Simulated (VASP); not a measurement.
Si:

```
Si
1.0
     0.00000    2.72400    2.72400
     2.72400    0.00000    2.72400
     2.72400    2.72400    0.00000
Si
2
Direct
  0.50000 0.50000 0.50000
  0.75000 0.75000 0.75000
```

Base run:

| Item | Value |
| --- | --- |
| Program | VASP 6.6.1 |
| Functional | PBE |
| Potentials or basis | VASP PAW PBE potentials, release 64 (Si) |
| Cutoff | 500 eV |
| k mesh | 8 × 8 × 8 |
| Occupations | fermi-dirac, width 0.05 eV |
| Spin | no spin polarisation |

Its results: band gap on the k mesh 0.63 eV, indirect (least direct gap 2.56 eV); pressure 1.0 GPa.

The run is repeated on the same cell with these changes: k mesh from 8 × 8 × 8 to 4 × 4 × 4. What comes out?

Band gap on the k mesh 0.71 eV, indirect (least direct gap 2.54 eV); pressure 1.6 GPa.

Caveats: some runs use coarse meshes.

A k mesh can miss the band edges.
